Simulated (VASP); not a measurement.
Set up this calculation in VASP 6.6.1, as the native input.

| Item | Value |
| --- | --- |
| Task | single point |
| Functional | PBEsol |
| Potentials or basis | VASP PAW PBE potentials, release 64 (Zn, S) |
| Cutoff | 520 eV |
| k mesh | 9 × 9 × 6 |
| Occupations | gaussian, width 0.02 eV |
| Spin | no spin polarisation |
| Dipole correction | no |
| Further INCAR settings | ALGO = Normal; EDIFF = 1e-07; NBANDS = 26 |

The structure of ZnS lies in POSCAR:

```
ZnS
1.0
    3.9916782338      0.0581558414      0.0000000000
   -1.9454746809      3.2606174672      0.0000000000
    0.0000000000      0.0000000000      6.0973507200
Zn S
2 2
Direct
    0.3452874492      0.6700637783      0.0179163508
    0.6547125508      0.3299362217      0.5179163508
    0.3684107848      0.7027493845      0.3670836492
    0.6315892152      0.2972506155      0.8670836492
```

This cell differs from its parent crystal: strained and its atoms moved.

These files were run (other wordings do the same):

INCAR

```
SYSTEM = ZnS
PREC = Accurate ; ENCUT = 520
EDIFF = 1E-7 ; ISMEAR = 0
SIGMA = 0.02 ; LREAL = .False.
LASPH = .True. ; NELM = 80
ALGO = Normal ; ISIF = 2
LWAVE = .False. ; LCHARG = .False.
GGA = PS ; NBANDS = 26
```

KPOINTS

```
regular mesh
0
Gamma
  9 9 6
  0 0 0
```

Potentials or basis: VASP PAW PBE potentials, release 64 (Zn, S).

Run with:

```bash
$ cat potpaw_PBE.64/Zn/POTCAR potpaw_PBE.64/S/POTCAR > POTCAR
$ mpirun -np 1 vasp_std > vasp.out
```

It gave:

```yaml
Pressure: 1.4 GPa
Largest_force: 1.815 eV/Å
Band_gap_on_the_k_mesh: 1.94 eV
```

Caveat: the cell differs from its parent crystal (strained and its atoms moved); the stress differs along the axes, from -8 to 12 GPa; the PAW data sets were made with another functional, which shifts forces and pressure a little.

Run time: 9 min on 1 thread of Intel Xeon 8259CL (shared host), peak memory 0.4 GiB.
